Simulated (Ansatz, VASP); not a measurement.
BeZnTeO: VASP beside Ansatz

```
Be Zn Te O
1.0
     3.79510    0.00000    0.00000
    -1.89755    3.28666    0.00000
     0.00000    0.00000    5.31861
Be Zn Te O
1 1 1 1
Direct
  0.66667 0.33333 0.50000
  0.00000 0.00000 0.50000
  0.66667 0.33333 0.00000
  0.33333 0.66667 0.50000
```

Alike in both runs: functional PBE; k mesh 12 × 12 × 10; occupations gaussian, width 0.1 eV; no spin polarisation.

Ansatz relaxed the structure, and its values are those at the end. VASP's run is a single point on that final structure, the one shown.

```csv
,VASP,Ansatz
version,VASP 6.6.1,Ansatz 0.2.0
potentials or method,"VASP PAW PBE potentials, release 64 (Be, Zn, Te, O), cutoff 520 eV","scalar-relativistic, plane waves, PAW"
valence electrons in the cell,26,36
```

```tsv
	VASP	Ansatz	Ansatz less VASP
gap on the k mesh at the Fermi level (eV)	none	none	-
pressure (GPa)	0.2	0.0	-0.15
```

A gap of «none» marks a metal or a gap that the smearing closes. VASP's potentials hold 26 valence electrons a cell and Ansatz's 36, so a difference there can come from the potentials and not from the codes.

Neither program's run includes spin-orbit coupling.
